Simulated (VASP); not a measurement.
Here is a VASP 6.6.1 calculation.

The input INCAR:

```
SYSTEM = HfO2
PREC     = Accurate       ! precision mode
ENCUT    = 520            ! plane-wave cutoff, eV
EDIFF    = 1E-6           ! SCF threshold, eV
ISMEAR   = 0              ! smearing method
SIGMA    = 0.05           ! smearing width, eV
LREAL    = .FALSE.        ! projectors in reciprocal space
LASPH    = .TRUE.         ! aspherical terms in the spheres
NELM     = 60             ! most SCF steps
ALGO     = Normal         ! electronic algorithm
ISIF     = 2              ! what is computed and relaxed
LWAVE    = .FALSE.        ! write WAVECAR
LCHARG   = .TRUE.         ! write CHGCAR
GGA      = PE             ! functional
LELF     = .TRUE.         ! ELF
LVHAR    = .TRUE.       
NBANDS   = 31             ! bands
```

File KPOINTS:

```
Automatic mesh
0
G
  6 6 4
  0 0 0
```

File POSCAR:

```
HfO2
1.0
    3.6043047840      0.0000000000      0.0000000000
    0.0000000000      3.6043047840      0.0000000000
    0.0000000000      0.0000000000      5.2639672632
Hf O
2 4
Direct
    0.5000000000      0.5000000000      0.5000000000
    0.0000000000      0.0000000000      0.0000000000
    0.0193288665      0.5000000000      0.7007227827
    0.5000000000      0.0000000000      0.8067479052
    0.5000000000      0.0000000000      0.3067479052
    0.0000000000      0.5000000000      0.1932520948
```

Potentials or basis: VASP PAW PBE potentials, release 64 (Hf_pv, O).

Launch:

```bash
$ cat potpaw_PBE.64/Hf_pv/POTCAR potpaw_PBE.64/O/POTCAR > POTCAR
$ mpirun -np 1 vasp_std > vasp.out
```

Question: Estimate the band gap on the k mesh.

Answer: 4.59 eV, indirect (least direct gap 4.66 eV).

Question: Estimate the pressure.

Answer: -3.3 GPa.

Question: Estimate the largest force.

Answer: 1.215 eV/Å.

Stress tensor (GPa, compression positive):
```
-3.57  0.00 -1.26
 0.00 -2.68  0.00
-1.26  0.00 -3.55
```

Caveat: the cell differs from its parent crystal (atom 3 (O) moved -0.080 Å towards its neighbour atom 1 (Hf) at 2.069 Å); spin-orbit coupling is left out, which moves the levels of the heavy elements; forces of over 1 eV/Å act on the atoms, so gaps and moduli don't describe the material at rest. A k mesh can miss the band edges.
